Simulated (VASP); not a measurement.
# Sc12H4C in VASP: single point with PBE+D3(BJ)

Aim: the single point of Sc12H4C with PBE+D3(BJ).

Program: VASP 6.6.1. These are calculated values, not measurements. Logs are shortened: lines on timing, memory, paths and dates and some standing lists are left out, and cuts for length are marked.

## Step 1: The cell of the first run

The cell holds a slab with vacuum, 17 atoms: a = 6.620 Å, b = 6.620 Å, c = 17.276 Å, α = 90.00°, β = 90.00°, γ = 60.00°.

## Step 2: Single point, PBE+D3(BJ)

Contents of INCAR:

```
SYSTEM = Sc12H4C
PREC = Accurate
ENCUT = 520
EDIFF = 1E-6
ISMEAR = 0
SIGMA = 0.1
LREAL = .False.
LASPH = .True.
NELM = 120
ALGO = Normal
ISIF = 2
LWAVE = .False.
LCHARG = .True.
GGA = PE
IVDW = 12
LELF = .True.
LVHAR = .True.
NBANDS = 84
GGA_COMPAT = .False.
NELMDL = -8
```

Contents of KPOINTS:

```
regular mesh
0
Gamma
  4 4 1
  0 0 0
```

Contents of POSCAR:

```
Sc12H4C
1.0
    6.6200000000      0.0000000000      0.0000000000
    3.3100000000      5.7330880000      0.0000000000
    0.0000000000      0.0000000000     17.2761400000
Sc C H
12 1 4
Direct
    0.0000000000      0.0000000000      0.0578833003
    0.5000000000      0.0000000000      0.0578833003
    0.0000000000      0.5000000000      0.0578833003
    0.5000000000      0.5000000000      0.0578833003
   -0.1658375273      0.3343937857      0.2007924224
    0.3314633398      0.3344056467      0.2007776621
   -0.1656593764      0.8313577255      0.2003231046
    0.3335453973      0.8329179667      0.2000572466
    0.0063477539     -0.0035553266      0.3423926873
    0.4973046295     -0.0035621292      0.3423748592
   -0.0003343245      0.5007683468      0.3422896550
    0.4969234184      0.5060963655      0.3433861962
    0.6548760734      0.1924348623      0.5362944500
    0.7491756806      0.0075824756      0.5196221494
    0.7465844805      0.2796201628      0.5133991158
    0.4765647967      0.2763849081      0.5129904018
    0.6468958209      0.2065687811      0.5995809249
```

Potentials or basis: VASP PAW PBE potentials, release 64 (Sc_sv, C, H).

Started as:

```
$ cat potpaw_PBE.64/Sc_sv/POTCAR potpaw_PBE.64/C/POTCAR potpaw_PBE.64/H/POTCAR > POTCAR
$ mpirun -np 1 vasp_std > vasp.out
```

OUTCAR:

```text
SYSTEM = Sc12H4C
   PREC = Accurate
   ENCUT = 520
   EDIFF = 1E-6
   ISMEAR = 0
   LREAL = .False.
   LASPH = .True.
   NELM = 120
   ISIF = 2
   GGA = PE
   IVDW = 12
   NELMDL = -8
 IVDW          = 12

 ion  position               nearest neighbor table
   1  0.000  0.000  0.058-   8 3.11   7 3.12   5 3.13   3 3.31   3 3.31   4 3.31   4 3.31   2 3.31
                             2 3.31
   2  0.500  0.000  0.058-   8 3.11   7 3.12   6 3.13   4 3.31   3 3.31   4 3.31   3 3.31   1 3.31
                             1 3.31
   3  0.000  0.500  0.058-   7 3.11   6 3.12   5 3.12   1 3.31   1 3.31   2 3.31   2 3.31   4 3.31
                             4 3.31
   4  0.500  0.500  0.058-   8 3.11   6 3.12   5 3.13   2 3.31   1 3.31   2 3.31   1 3.31   3 3.31
                             3 3.31
   5  0.834  0.334  0.201-  11 3.10   3 3.12   9 3.12   4 3.13   1 3.13  12 3.13   7 3.29   6 3.29
                             8 3.31   8 3.31   6 3.33   7 3.33
   6  0.331  0.334  0.201-  11 3.10   3 3.12  10 3.12   4 3.12   2 3.13  12 3.13   7 3.29   5 3.29
                             8 3.31   8 3.31   5 3.33   7 3.33
   7  0.834  0.831  0.200-  11 3.10   3 3.11   1 3.12   2 3.12  10 3.12   9 3.12   6 3.29   5 3.29
                             8 3.31   8 3.31   5 3.33   6 3.33
   8  0.334  0.833  0.200-   9 3.09  10 3.09  12 3.11   4 3.11   2 3.11   1 3.11   6 3.31   5 3.31
                             7 3.31   7 3.31   5 3.31   6 3.31
   9  0.006  0.996  0.342-   8 3.09   5 3.12   7 3.12  12 3.25  10 3.25  11 3.30  11 3.32  10 3.37
                            12 3.37
  10  0.497  0.996  0.342-   8 3.09   6 3.12   7 3.12  12 3.25   9 3.25  11 3.30  11 3.32   9 3.37
                            12 3.37
  11  1.000  0.501  0.342-   6 3.10   5 3.10   7 3.10  10 3.30   9 3.30  12 3.31  12 3.31   9 3.32
                            10 3.32
  12  0.497  0.506  0.343-   8 3.11   6 3.13   5 3.13   9 3.25  10 3.25  11 3.31  11 3.31  10 3.37
                             9 3.37
  13  0.655  0.192  0.536-  17 1.10  14 1.10  16 1.10  15 1.10
  14  0.749  0.008  0.520-  13 1.10
  15  0.747  0.280  0.513-  13 1.10
  16  0.477  0.276  0.513-  13 1.10
  17  0.647  0.207  0.600-  13 1.10

  LATTYP: Found a hexagonal cell.
 ALAT       =     6.6199998501
 C/A-ratio  =     2.6096888808

  Lattice vectors:

 A1 = (  -3.3100000000,  -5.7330880000,   0.0000000000)
 A2 = (   6.6200000000,   0.0000000000,   0.0000000000)
 A3 = (   0.0000000000,   0.0000000000,  17.2761400000)

Analysis of symmetry for initial positions (statically):
=====================================================================
 Subroutine PRICEL returns:
 Original cell was already a primitive cell.

 Routine SETGRP: Setting up the symmetry group for a
 hexagonal supercell.

 Subroutine GETGRP returns: Found  1 space group operations
 (whereof  1 operations were pure point group operations)
 out of a pool of 24 trial point group operations.

The static configuration has the point symmetry C_1 .

Analysis of symmetry for dynamics (positions and initial velocities):
=====================================================================
 Subroutine PRICEL returns:
 Original cell was already a primitive cell.

 Routine SETGRP: Setting up the symmetry group for a
 hexagonal supercell.

 Subroutine GETGRP returns: Found  1 space group operations
 (whereof  1 operations were pure point group operations)
 out of a pool of 24 trial point group operations.

The dynamic configuration has the point symmetry C_1 .

 Subroutine INISYM returns: Found  1 space group operations
 (whereof  1 operations are pure point group operations),
 and found     1 'primitive' translations

----------------------------------------------------------------------------------------

                                     Primitive cell

  volume of cell :     655.6821

  direct lattice vectors                    reciprocal lattice vectors
     6.620000000  0.000000000  0.000000000     0.151057402 -0.087213034  0.000000000
     3.310000000  5.733088000  0.000000000     0.000000000  0.174426068  0.000000000
     0.000000000  0.000000000 17.276140000     0.000000000  0.000000000  0.057883300

  length of vectors
     6.620000000  6.619999850 17.276140000     0.174426065  0.174426068  0.057883300

  position of ions in fractional coordinates (direct lattice)
     0.000000000  0.000000000  0.057883300
     0.500000000  0.000000000  0.057883300
     0.000000000  0.500000000  0.057883300
     0.500000000  0.500000000  0.057883300
     0.834162473  0.334393786  0.200792422
     0.331463340  0.334405647  0.200777662
[... 9 lines left out ...]
     0.476564797  0.276384908  0.512990402
     0.646895821  0.206568781  0.599580925

  ion indices of the primitive-cell ions
   primitive index   ion index
                 1           1
                 2           2
                 3           3
                 4           4
                 5           5
                 6           6
[... 9 lines left out ...]
                16          16
                17          17

----------------------------------------------------------------------------------------

 KPOINTS: regular mesh

Automatic generation of k-mesh.
 Grid dimensions read from file:
 generate k-points for:    4    4    1

 Generating k-lattice:

  Cartesian coordinates                     Fractional coordinates (reciprocal lattice)
     0.037764350 -0.021803259  0.000000000     0.250000000  0.000000000  0.000000000
     0.000000000  0.043606517  0.000000000     0.000000000  0.250000000  0.000000000
     0.000000000  0.000000000  0.057883300     0.000000000  0.000000000  1.000000000

  Length of vectors
     0.043606516  0.043606517  0.057883300

  Shift w.r.t. Gamma in fractional coordinates (k-lattice)
     0.000000000  0.000000000  0.000000000

 Subroutine IBZKPT returns following result:
 ===========================================

 Found     10 irreducible k-points:

 Following reciprocal coordinates:
            Coordinates               Weight
  0.000000  0.000000  0.000000      1.000000
  0.250000 -0.000000  0.000000      2.000000
  0.250000  0.250000  0.000000      2.000000
  0.000000  0.250000  0.000000      2.000000
  0.500000 -0.000000  0.000000      1.000000
  0.500000  0.500000  0.000000      1.000000
  0.000000  0.500000  0.000000      1.000000
  0.500000  0.250000  0.000000      2.000000
  0.250000  0.500000  0.000000      2.000000
 -0.250000  0.250000  0.000000      2.000000
   k-points           NKPTS =     10   k-points in BZ     NKDIM =     10   number of bands    NBANDS=     84
   number of dos      NEDOS =    301   number of ions     NIONS =     17
   total plane-waves  NPLWV = 320000
   dimension x,y,z NGX =    50 NGY =   50 NGZ =  128
   dimension x,y,z NGXF=   100 NGYF=  100 NGZF=  256
   ions per type =              12   1   4
   NGX,Y,Z   is equivalent  to a cutoff of  12.56, 12.56, 12.32 a.u.
   NGXF,Y,Z  is equivalent  to a cutoff of  25.11, 25.11, 24.63 a.u.
 SYSTEM =  Sc12H4C
   PREC   = accura    normal or accurate (medium, high low for compatibility)
   ISTART =      0    job   : 0-new  1-cont  2-samecut
   ICHARG =      2    charge: 1-file 2-atom 10-const
   ISPIN  =      1    spin polarized calculation?
   LNONCOLLINEAR =      F non collinear calculations
   LSORBIT =      F    spin-orbit coupling
   LASPH  =      T    aspherical Exc in radial PAW
   ENCUT  =  520.0 eV  38.22 Ry    6.18 a.u.  12.31 12.31 32.12*2*pi/ulx,y,z
   NELM   =    120;   NELMIN=  2; NELMDL= -8     # of ELM steps
   EDIFF  = 0.1E-05   stopping-criterion for ELM
   LREAL  =      F    real-space projection
   EDIFFG = 0.1E-04   stopping-criterion for IOM
   NSW    =      0    number of steps for IOM
   IBRION =     -1    ionic relax: 0-MD 1-quasi-New 2-CG
   NFREE  =      0    steps in history (QN), initial steepest desc. (CG)
   ISIF   =      2    stress and relaxation
   ISYM   =      2    0-nonsym 1-usesym 2-fastsym
   POTIM  = 0.5000    time-step for ionic-motion
   TEBEG  =    0.0;   TEEND  =   0.0 temperature during run
   PSTRESS=    0.0 pullay stress
   NELECT =     140.0000    total number of electrons
   NUPDOWN=      -1.0000    fix difference up-down
   EMIN   =  10.00;   EMAX   =-10.00  energy-range for DOS
   EFERMI =   0.00;   METHOD = LEGACY
   ISMEAR =     0;   SIGMA  =   0.10  broadening in eV -4-tet -1-fermi 0-gaus
   EFERMI_NEDOS =   21; number of points for ismear=-14 and -15
   IALGO  =     38    algorithm
   IMIX   =      4    mixing-type and parameters
     AMIX     =   0.40;   BMIX     =  1.00
     AMIX_MAG =   1.60;   BMIX_MAG =  1.00
  volume/ion in A,a.u.               =      38.57       260.28
  Fermi-wavevector in a.u.,A,eV,Ry     =   0.978483  1.849064 13.026599  0.957428
  Thomas-Fermi vector in A             =   2.109262
   LORBIT       =      0    0 simple, 1 ext, 2 COOP (PROOUT), +10 PAW based schemes
   GGA     = PE    functional components
   LHFCALC =     F    Hartree Fock is set to
   AEXX    =    0.0000 exact exchange contribution
   IVDW    =    12    specifies the selected vdW correction
   LEPSILON=     F    determine dielectric tensor
   LRPA    =     F    only Hartree local field effects (RPA)
 non-spin polarized calculation
 Gauss-broadening in eV      SIGMA  =   0.10
  energy-cutoff  :      520.00
  volume of cell :      655.68
 maximum number of plane-waves:     17741
 NGX is ok and might be reduce to    50
   NGX = 25   NGY = 25   NGZ = 65

 number of electron     139.9999994 magnetization

 Free energy of the ion-electron system (eV)
  ---------------------------------------------------
  ext. energy  EPLUGINS =         0.00000000
  ---------------------------------------------------
  free energy    TOTEN  =       -93.11773152 eV

  energy without entropy =      -92.97478074  energy(sigma->0) =      -93.04625613

 E-fermi :   0.2510     XC(G=0):  -5.8972

 val. band max:        0.2507115283   @ k =   0.0000   0.5000   0.0000
 cond. band min:       0.2551957332   @ k =   0.5000  -0.0000   0.0000
 fundamental gap:      0.0044842049
 Fermi energy:         0.2509579413

 k-point     1 :       0.0000    0.0000    0.0000
  band No.  band energies     occupation
      1     -49.4638      2.00000
      2     -49.4463      2.00000
      3     -49.4331      2.00000
      4     -49.4313      2.00000
      5     -49.4211      2.00000
      6     -49.4145      2.00000
[... 74 lines left out ...]
     81       1.5090      0.00000
     82       1.5124      0.00000

 k-point     2 :       0.2500   -0.0000    0.0000
  band No.  band energies     occupation
      1     -49.4590      2.00000
      2     -49.4415      2.00000
      3     -49.4358      2.00000
      4     -49.4324      2.00000
      5     -49.4221      2.00000
      6     -49.4175      2.00000
[... 74 lines left out ...]
     81       1.2292      0.00000
     82       1.3352      0.00000
[... 593 lines left out ...]
     81       0.8571      0.00000
     82       1.1121      0.00000

 k-point    10 :      -0.2500    0.2500    0.0000
  band No.  band energies     occupation
      1     -49.4510      2.00000
      2     -49.4412      2.00000
      3     -49.4350      2.00000
      4     -49.4336      2.00000
      5     -49.4222      2.00000
      6     -49.4216      2.00000
[... 74 lines left out ...]
     81       0.8571      0.00000
     82       1.1106      0.00000
 [bands above 82 left out]

------------------------ aborting loop because EDIFF is reached ----------------------------------------

 Edisp (eV)   -3.52541

 E8    (eV) :    -1.7357

  FORCE on cell =-STRESS in cart. coord.  units (eV):
  Direction    XX          YY          ZZ          XY          YZ          ZX
  --------------------------------------------------------------------------------------
  -------------------------------------------------------------------------------------
  Total      -4.22371    -4.24421    -0.17607     0.00005     0.02058     0.00292
  in kB     -10.32074   -10.37085    -0.43024     0.00012     0.05030     0.00713
  external pressure =       -7.04 kB  Pullay stress =        0.00 kB

 VOLUME and BASIS-vectors are now :
 -----------------------------------------------------------------------------
  energy-cutoff  :      520.00
  volume of cell :      655.68
      direct lattice vectors                 reciprocal lattice vectors
     6.620000000  0.000000000  0.000000000     0.151057402 -0.087213034  0.000000000
     3.310000000  5.733088000  0.000000000     0.000000000  0.174426068  0.000000000
     0.000000000  0.000000000 17.276140000     0.000000000  0.000000000  0.057883300

 POSITION                                       TOTAL-FORCE (eV/Angst)
 -----------------------------------------------------------------------------------
      0.00000      0.00000      1.00000         0.008151     -0.006245     -0.003081
      3.31000      0.00000      1.00000        -0.008037     -0.006125     -0.003003
      1.65500      2.86654      1.00000         0.000103      0.000262     -0.014259
      4.96500      2.86654      1.00000         0.000093      0.010173     -0.007963
      6.62900      1.91711      3.46892        -0.000221     -0.000020     -0.000162
      3.30117      1.91718      3.46866        -0.000043     -0.000356     -0.000275
[... 9 lines left out ...]
      4.06969      1.58454      8.86249        -0.011033      0.004219     -0.007184
      4.96619      1.18428     10.35844         0.002966      0.004221      0.019322
 -----------------------------------------------------------------------------------
    total drift:                                0.000056      0.000094     -0.000582

  FREE ENERGIE OF THE ION-ELECTRON SYSTEM (eV)
  ---------------------------------------------------
  free  energy   TOTEN  =       -96.6431386257 eV

  energy  without entropy=      -96.5001878430  energy(sigma->0) =      -96.57166323
```

It took 29 min on 1 thread of Intel Xeon Platinum 8488C (Sapphire Rapids), shared host; peak memory 0.88 GiB.

What came out:

```yaml
Free_energy: -96.6431 eV
Largest_force: 0.020 eV/Å
Band_gap_on_the_k_mesh: zero (bands 70 and 71 overlap by 0.03 eV)
Dispersion_energy_per_atom: -0.207 eV
```

Forces in eV/Å, atoms in the order of the input:
```
Sc   0.008 -0.006 -0.003
Sc  -0.008 -0.006 -0.003
Sc   0.000  0.000 -0.014
Sc   0.000  0.010 -0.008
Sc   0.000  0.000  0.000
Sc   0.000  0.000  0.000
Sc   0.000  0.000 -0.001
Sc   0.000  0.000 -0.001
Sc  -0.001  0.000  0.007
Sc   0.001  0.000  0.007
Sc   0.000  0.000  0.008
Sc   0.000 -0.001  0.008
C    0.003 -0.005 -0.008
H   -0.002 -0.004 -0.003
H    0.006  0.004 -0.001
H   -0.011  0.004 -0.007
H    0.003  0.004  0.019
```

Caveat: there is no dipole correction, which matters where the two faces differ.
